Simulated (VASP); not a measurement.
Write the native input for VASP 6.6.1 that does the following.

```yaml
Task: single point
Functional: LDA
Potentials_or_basis: VASP PAW LDA potentials, release 64 (Ir)
Cutoff: 520 eV
k_mesh: 22 × 22 × 22
Occupations: gaussian, width 0.15 eV
Spin: no spin polarisation
Dipole_correction: no
Further_INCAR_settings: ALGO = Normal; EDIFF = 1e-06; NBANDS = 10
```

The structure of Ir lies in POSCAR:

```
Ir
1.0
    0.0000000000      1.8414052247      2.1489198972
    1.8414052247      0.0000000000      2.1489198972
    1.8414052247      1.8414052247      0.0000000000
Ir
1
Direct
    0.0000000000      0.0000000000      0.0000000000
```

The input as run:

INCAR

```
PREC = Accurate
ENCUT = 520
EDIFF = 1E-6
ISMEAR = 0
SIGMA = 0.15
LREAL = F
LASPH = T
NELM = 60
ALGO = Normal
ISIF = 2
LWAVE = F
LCHARG = F
GGA = CA
NBANDS = 10
```

KPOINTS

```
Automatic mesh
0
Gamma
  22 22 22
```

Potentials or basis: VASP PAW LDA potentials, release 64 (Ir).

Command:

```console
$ cat potpaw_LDA.64/Ir/POTCAR > POTCAR
$ mpirun -np 1 vasp_std > vasp.out
```

It gave:

```json
{
  "Pressure": "-10.4 GPa",
  "Band gap on the k mesh": "zero (an odd number of electrons rules out a gap without spin polarisation)"
}
```

Caveat: the cell stands under tension; spin-orbit coupling is left out, which moves the levels of the heavy elements.

It took 45 s on 1 thread of AMD EPYC 9R45 (Zen 5), on a shared host, peak memory 0.21 GiB.
